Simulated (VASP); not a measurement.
Set up this calculation in VASP 6.6.1, as the native input.

```
Task                   : single point
Functional             : r2SCAN
Potentials or basis    : VASP PAW PBE potentials, release 64 (Hf_pv, N)
Cutoff                 : 520 eV
k mesh                 : 3 × 3 × 3
Occupations            : gaussian, width 0.1 eV
Spin                   : no spin polarisation
Dipole correction      : no
Further INCAR settings : ALGO = Normal; EDIFF = 1e-06; NBANDS = 28
```

Crystal: Hf3N2.

```
Hf N
1.0
     1.59943    0.92343    7.75484
    -1.59943    0.92343    7.75484
     0.00000   -1.84686    7.75484
Hf N
3 2
Direct
  0.77942 0.77942 0.77942
  0.22058 0.22058 0.22058
  0.00000 0.00000 0.00000
  0.61192 0.61192 0.61192
  0.38808 0.38808 0.38808
```

The input as run:

POSCAR

```
Hf3N2
1.0
    1.5994260774      0.9234290764      7.7548432223
   -1.5994260774      0.9234290764      7.7548432223
    0.0000000000     -1.8468581527      7.7548432223
Hf N
3 2
Direct
    0.7794186600      0.7794186600      0.7794186600
    0.2205813400      0.2205813400      0.2205813400
    0.0000000000      0.0000000000      0.0000000000
    0.6119155300      0.6119155300      0.6119155300
    0.3880844700      0.3880844700      0.3880844700
```

INCAR.step1

```
SYSTEM = Hf3N2
  PREC = Accurate
  ENCUT = 520
  ISMEAR = 0
  SIGMA = 0.1
  LREAL = .FALSE.
  LASPH = .TRUE.
  NELM = 60
  NBANDS = 28
  GGA = PE
  ALGO = Normal
  EDIFF = 1E-4
  LWAVE = .TRUE.
  LCHARG = .FALSE.
```

INCAR.step2

```
SYSTEM = Hf3N2
  PREC = Accurate
  ENCUT = 520
  EDIFF = 1E-6
  ISMEAR = 0
  SIGMA = 0.1
  LREAL = .FALSE.
  LASPH = .TRUE.
  NELM = 60
  ALGO = Normal
  ISIF = 2
  LWAVE = .FALSE.
  LCHARG = .TRUE.
  METAGGA = R2SCAN
  LMIXTAU = .TRUE.
  LELF = .TRUE.
  LVHAR = .TRUE.
  NBANDS = 28
  ISTART = 1
```

KPOINTS

```
regular mesh
0
G
  3 3 3
  0 0 0
```

Potentials or basis: VASP PAW PBE potentials, release 64 (Hf_pv, N).

Launch:

```bash
$ cat potpaw_PBE.64/Hf_pv/POTCAR potpaw_PBE.64/N/POTCAR > POTCAR
$ cp INCAR.step1 INCAR
$ mpirun -np 1 vasp_std > vasp.out
$ cp INCAR.step2 INCAR
$ mpirun -np 1 vasp_std > vasp.out
```

It gave:

```
Pressure               : 0.6 GPa
Largest force          : 0.063 eV/Å
Band gap on the k mesh : zero (bands 20 and 21 overlap by 0.77 eV)
```

Caveat: the k points lie up to 0.76 Å⁻¹ apart, too coarse for converged energies and pressures of a metal; the PAW data sets were made with another functional, which shifts forces and pressure a little; spin-orbit coupling is left out, which moves the levels of the heavy elements.

It took 8.4 min on 1 thread of Intel Xeon 8259CL (shared host), peak memory 0.54 GiB.
